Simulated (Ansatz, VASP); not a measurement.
NbSi in VASP and in Ansatz

Contents of INCAR:

```
  PREC = Accurate
  ENCUT = 520
  EDIFF = 1E-8
  ISMEAR = -1
  SIGMA = 0.05
  LREAL = False
  LASPH = True
  NELM = 80
  ALGO = Normal
  ISIF = 2
  LWAVE = False
  LCHARG = False
  GGA = PE
  LEFG = True
  NBANDS = 16
```

File KPOINTS:

```
Automatic mesh
0
Gamma
  14 14 14
```

The input POSCAR:

```
NbSi
1.0
    0.0000000000      2.5906957069      2.5906957069
    2.5906957069      0.0000000000      2.5906957069
    2.5906957069      2.5906957069      0.0000000000
Nb Si
1 1
Direct
    0.0000000000      0.0000000000      0.0000000000
    0.5000000000      0.5000000000      0.5000000000
```

Input for Ansatz:

```yaml
crystal:
  lattice:
    - [0.0, 2.5906957069, 2.5906957069]
    - [2.5906957069, 0.0, 2.5906957069]
    - [2.5906957069, 2.5906957069, 0.0]
  atoms:
    - { symbol: Nb, position: [0.0, 0.0, 0.0] }
    - { symbol: Si, position: [0.5, 0.5, 0.5] }
kpoints:
  mp_grid: { grid: [14, 14, 14] }
scf:
  occupations: { method: fermi_dirac, width: 0.05 }
hamiltonian:
  xc: pbe
  pseudopotentials: { kind: paw }
output:
  forces: true
  stress: true
  eigenvalues: true
  efg: { contact_densities: true }
```

Change from the starting cell: volume scaled by 1.02, PAW files.

Alike in both runs: task electric field gradients; functional PBE; k mesh 14 × 14 × 14; occupations fermi-dirac, width 0.05 eV; no spin polarisation.

```csv
,VASP,Ansatz
version,VASP 6.6.1,Ansatz 0.2.0
potentials or method,"VASP PAW PBE potentials, release 64 (Nb_sv, Si)","PAW with Ansatz's default frozen-core files, scalar-relativistic"
plane-wave cutoff (eV),520,420
valence electrons in the cell,17,17
```

Ansatz gave:

| Property | Result |
| --- | --- |
| pressure (GPa) | -2.8 |

Question: Estimate VASP's values.

Answer: Pressure (GPa): -3.0.

With one functional, cell and mesh, what is left measures potentials, basis and numerics.
